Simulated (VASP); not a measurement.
# GaSb (F-43m) in VASP: settings compared, part 2 of 2

VASP 6.6.1. The steps go on from the part before.

## (4) Single point, PBE (volume changed by -6%)

Contents of INCAR:

```
SYSTEM = GaSb
  ALGO = Normal
  EDIFF = 1E-6
  ENCUT = 500
  GGA = PE
  GGA_COMPAT = .False.
  ISIF = 2
  ISMEAR = -1
  LASPH = .True.
  LCHARG = .False.
  LREAL = .False.
  LWAVE = .False.
  NBANDS = 21
  NELM = 120
  PREC = Accurate
  SIGMA = 0.02
```

Contents of KPOINTS:

```
k-points
0
Gamma
  6 6 6
  0 0 0
```

Contents of POSCAR:

```
GaSb
1.0
    0.0000000000      3.0455962499      3.0455962499
    3.0455962499      0.0000000000      3.0455962499
    3.0455962499      3.0455962499      0.0000000000
Ga Sb
1 1
Direct
    0.0000000000      0.0000000000      0.0000000000
    0.2500000000      0.2500000000      0.2500000000
```

Potentials or basis: VASP PAW PBE potentials, release 64 (Ga_d, Sb_d_GW).

The run is started by

```bash
> cat potpaw_PBE.64/Ga_d/POTCAR potpaw_PBE.64/Sb_d_GW/POTCAR > POTCAR
> mpirun -np 1 vasp_std > vasp.out
```

OUTCAR:

```text
SYSTEM = GaSb
   EDIFF = 1E-6
   ENCUT = 500
   GGA = PE
   ISIF = 2
   ISMEAR = -1
   LASPH = .True.
   LREAL = .False.
   NELM = 120
   PREC = Accurate

 ion  position               nearest neighbor table
   1  0.000  0.000  0.000-   2 2.64   2 2.64   2 2.64   2 2.64
   2  0.250  0.250  0.250-   1 2.64   1 2.64   1 2.64   1 2.64

  LATTYP: Found a face centered cubic cell.
 ALAT       =     6.0911924998

  Lattice vectors:

 A1 = (   0.0000000000,   3.0455962499,   3.0455962499)
 A2 = (   3.0455962499,   0.0000000000,   3.0455962499)
 A3 = (   3.0455962499,   3.0455962499,   0.0000000000)

Analysis of symmetry for initial positions (statically):
=====================================================================
 Subroutine PRICEL returns:
 Original cell was already a primitive cell.

 Routine SETGRP: Setting up the symmetry group for a
 face centered cubic supercell.

 Subroutine GETGRP returns: Found 24 space group operations
 (whereof 24 operations were pure point group operations)
 out of a pool of 48 trial point group operations.

The static configuration has the point symmetry T_d .

Analysis of symmetry for dynamics (positions and initial velocities):
=====================================================================
 Subroutine PRICEL returns:
 Original cell was already a primitive cell.

 Routine SETGRP: Setting up the symmetry group for a
 face centered cubic supercell.

 Subroutine GETGRP returns: Found 24 space group operations
 (whereof 24 operations were pure point group operations)
 out of a pool of 48 trial point group operations.

The dynamic configuration has the point symmetry T_d .

 Subroutine INISYM returns: Found 24 space group operations
 (whereof 24 operations are pure point group operations),
 and found     1 'primitive' translations

----------------------------------------------------------------------------------------

                                     Primitive cell

  volume of cell :      56.4998

  direct lattice vectors                    reciprocal lattice vectors
     0.000000000  3.045596250  3.045596250    -0.164171466  0.164171466  0.164171466
     3.045596250  0.000000000  3.045596250     0.164171466 -0.164171466  0.164171466
     3.045596250  3.045596250  0.000000000     0.164171466  0.164171466 -0.164171466

  length of vectors
     4.307123522  4.307123522  4.307123522     0.284353320  0.284353320  0.284353320

  position of ions in fractional coordinates (direct lattice)
     0.000000000  0.000000000  0.000000000
     0.250000000  0.250000000  0.250000000

  ion indices of the primitive-cell ions
   primitive index   ion index
                 1           1
                 2           2

----------------------------------------------------------------------------------------

 KPOINTS: k-points

Automatic generation of k-mesh.
 Grid dimensions read from file:
 generate k-points for:    6    6    6

 Generating k-lattice:

  Cartesian coordinates                     Fractional coordinates (reciprocal lattice)
    -0.027361911  0.027361911  0.027361911     0.166666667  0.000000000  0.000000000
     0.027361911 -0.027361911  0.027361911     0.000000000  0.166666667  0.000000000
     0.027361911  0.027361911 -0.027361911     0.000000000  0.000000000  0.166666667

  Length of vectors
     0.047392220  0.047392220  0.047392220

  Shift w.r.t. Gamma in fractional coordinates (k-lattice)
     0.000000000  0.000000000  0.000000000

 Subroutine IBZKPT returns following result:
 ===========================================

 Found     16 irreducible k-points:

 Following reciprocal coordinates:
            Coordinates               Weight
  0.000000  0.000000  0.000000      1.000000
  0.166667  0.000000  0.000000      8.000000
  0.333333  0.000000  0.000000      8.000000
  0.500000  0.000000  0.000000      4.000000
  0.166667  0.166667  0.000000      6.000000
  0.333333  0.166667  0.000000     24.000000
[... 8 lines left out ...]
 -0.333333  0.333333  0.166667     24.000000
 -0.333333  0.500000  0.166667     12.000000
   k-points           NKPTS =     16   k-points in BZ     NKDIM =     16   number of bands    NBANDS=     21
   number of dos      NEDOS =    301   number of ions     NIONS =      2
   total plane-waves  NPLWV =  32768
   dimension x,y,z NGX =    32 NGY =   32 NGZ =   32
   dimension x,y,z NGXF=    64 NGYF=   64 NGZF=   64
   ions per type =               1   1
   NGX,Y,Z   is equivalent  to a cutoff of  12.35, 12.35, 12.35 a.u.
   NGXF,Y,Z  is equivalent  to a cutoff of  24.70, 24.70, 24.70 a.u.
 SYSTEM =  GaSb
   PREC   = accura    normal or accurate (medium, high low for compatibility)
   ISTART =      0    job   : 0-new  1-cont  2-samecut
   ICHARG =      2    charge: 1-file 2-atom 10-const
   ISPIN  =      1    spin polarized calculation?
   LNONCOLLINEAR =      F non collinear calculations
   LSORBIT =      F    spin-orbit coupling
   LASPH  =      T    aspherical Exc in radial PAW
   ENCUT  =  500.0 eV  36.75 Ry    6.06 a.u.   7.85  7.85  7.85*2*pi/ulx,y,z
   NELM   =    120;   NELMIN=  2; NELMDL= -5     # of ELM steps
   EDIFF  = 0.1E-05   stopping-criterion for ELM
   LREAL  =      F    real-space projection
   EDIFFG = 0.1E-04   stopping-criterion for IOM
   NSW    =      0    number of steps for IOM
   IBRION =     -1    ionic relax: 0-MD 1-quasi-New 2-CG
   NFREE  =      0    steps in history (QN), initial steepest desc. (CG)
   ISIF   =      2    stress and relaxation
   ISYM   =      2    0-nonsym 1-usesym 2-fastsym
   POTIM  = 0.5000    time-step for ionic-motion
   TEBEG  =    0.0;   TEEND  =   0.0 temperature during run
   PSTRESS=    0.0 pullay stress
   NELECT =      28.0000    total number of electrons
   NUPDOWN=      -1.0000    fix difference up-down
   EMIN   =  10.00;   EMAX   =-10.00  energy-range for DOS
   EFERMI =   0.00;   METHOD = LEGACY
   ISMEAR =    -1;   SIGMA  =   0.02  broadening in eV -4-tet -1-fermi 0-gaus
   EFERMI_NEDOS =   21; number of points for ismear=-14 and -15
   IALGO  =     38    algorithm
   IMIX   =      4    mixing-type and parameters
     AMIX     =   0.40;   BMIX     =  1.00
     AMIX_MAG =   1.60;   BMIX_MAG =  1.00
  volume/ion in A,a.u.               =      28.25       190.64
  Fermi-wavevector in a.u.,A,eV,Ry     =   1.295523  2.448184 22.835750  1.678380
  Thomas-Fermi vector in A             =   2.427037
   LORBIT       =      0    0 simple, 1 ext, 2 COOP (PROOUT), +10 PAW based schemes
   GGA     = PE    functional components
   LHFCALC =     F    Hartree Fock is set to
   AEXX    =    0.0000 exact exchange contribution
   IVDW    =     0    specifies the selected vdW correction
   LEPSILON=     F    determine dielectric tensor
   LRPA    =     F    only Hartree local field effects (RPA)
 non-spin polarized calculation
  energy-cutoff  :      500.00
  volume of cell :       56.50
 maximum number of plane-waves:      1459
   NGX = 15   NGY = 15   NGZ = 15

 number of electron      27.9999970 magnetization

 Free energy of the ion-electron system (eV)
  ---------------------------------------------------
  ext. energy  EPLUGINS =         0.00000000
  ---------------------------------------------------
  free energy    TOTEN  =        -7.32774981 eV

  energy without entropy =       -7.32763569  energy(sigma->0) =       -7.32769275

 E-fermi :   4.0512     XC(G=0):  -9.3373

 val. band max:        3.9778962080   @ k =   0.0000   0.0000   0.0000
 cond. band min:       4.1014929150   @ k =   0.0000   0.0000   0.0000
 fundamental gap:      0.1235967071
 Fermi energy:         4.0512059070

 k-point     1 :       0.0000    0.0000    0.0000
  band No.  band energies     occupation
      1     -24.8020      2.00000
      2     -24.8020      2.00000
      3     -24.8020      2.00000
      4     -24.7817      2.00000
      5     -24.7817      2.00000
      6     -11.0844      2.00000
[... 13 lines left out ...]
     20      12.7767      0.00000
     21      12.7767      0.00000

 k-point     2 :       0.1667    0.0000    0.0000
  band No.  band energies     occupation
      1     -24.8018      2.00000
      2     -24.8012      2.00000
      3     -24.8012      2.00000
      4     -24.7815      2.00000
      5     -24.7815      2.00000
      6     -11.0920      2.00000
[... 328 lines left out ...]
 k-point    16 :      -0.3333    0.5000    0.1667
  band No.  band energies     occupation
      1     -24.8030      2.00000
      2     -24.7979      2.00000
      3     -24.7957      2.00000
      4     -24.7826      2.00000
      5     -24.7792      2.00000
      6     -11.1275      2.00000
[... 13 lines left out ...]
     20      14.3002      0.00000
     21      15.4856      0.00000

------------------------ aborting loop because EDIFF is reached ----------------------------------------

  FORCE on cell =-STRESS in cart. coord.  units (eV):
  Direction    XX          YY          ZZ          XY          YZ          ZX
  --------------------------------------------------------------------------------------
  -------------------------------------------------------------------------------------
  Total        1.0689124      1.0689124      1.0689124     -0.0000000      0.0000000      0.0000000
  in kB       30.3113796     30.3113796     30.3113796     -0.0000000      0.0000000      0.0000000
  external PRESSURE =      30.3113796 kB  Pullay stress =       0.0000000 kB

 VOLUME and BASIS-vectors are now :
 -----------------------------------------------------------------------------
  energy-cutoff  :      500.00
  volume of cell :       56.50
      direct lattice vectors                 reciprocal lattice vectors
     0.000000000  3.045596250  3.045596250    -0.164171466  0.164171466  0.164171466
     3.045596250  0.000000000  3.045596250     0.164171466 -0.164171466  0.164171466
     3.045596250  3.045596250  0.000000000     0.164171466  0.164171466 -0.164171466

 POSITION                                       TOTAL-FORCE (eV/Angst)
 -----------------------------------------------------------------------------------
      0.00000      0.00000      0.00000        -0.000000      0.000000     -0.000000
      1.52280      1.52280      1.52280         0.000000     -0.000000      0.000000
 -----------------------------------------------------------------------------------
    total drift:                               -0.000000     -0.000000     -0.000000

  FREE ENERGIE OF THE ION-ELECTRON SYSTEM (eV)
  ---------------------------------------------------
  free  energy   TOTEN  =        -7.3277498076 eV

  energy  without entropy=       -7.3276356908  energy(sigma->0) =       -7.32769275
```

stdout:

```text
POSCAR found type information on POSCAR GaSb
 POSCAR found :  2 types and       2 ions
 scaLAPACK will be used
 LDA part: xc-table for (Slater+PW92), standard interpolation
 POSCAR, INCAR and KPOINTS ok, starting setup
 FFT: planning ... GRIDC
 FFT: planning ... GRID_SOFT
 FFT: planning ... GRID
 WAVECAR not read
 entering main loop
```

It took 8.5 s on 1 thread of Intel Xeon 6975P-C (Granite Rapids), shared host; peak memory 0.18 GiB.

What came out:

```
Free energy            : -7.3277 eV
Pressure               : 3.0 GPa
Band gap on the k mesh : 0.12 eV, direct
```

Caveat: spin-orbit coupling is left out, which moves the levels of the heavy elements. A k mesh can miss the band edges.

## (5) Summary

| level | potentials or basis | cell | k mesh | cutoff (eV) | second run | gap on the mesh (eV) | pressure (GPa) |
| --- | --- | --- | --- | --- | --- | --- | --- |
| PBE | VASP PAW PBE potentials, release 64 (Ga_d, Sb) | a = 4.336 Å, angles 60.0°, 2 atoms | 8 × 8 × 8 | 520 | - | none | 2.0 |
| r2SCAN | VASP PAW PBE potentials, release 64 (Ga_d, Sb) | a = 4.336 Å, angles 60.0°, 2 atoms | 8 × 8 × 8 | 520 | - | 0.40 | 0.1 |
| PBE | VASP PAW PBE potentials, release 64 (Ga_d, Sb_d_GW) | a = 4.307 Å, angles 60.0°, 2 atoms | 6 × 6 × 6 | 500 | valence_matched | 0.12 | 3.0 |

Alike in all rows: task single point; no spin polarisation; smearing fermi-dirac 0.02 eV.

Caveats: spin-orbit coupling is left out, which moves the levels of the heavy elements; the PAW data sets were made with another functional, which shifts forces and pressure a little (some runs).

Total energies depend on the potentials used, so only differences within one code and one set of settings carry meaning.
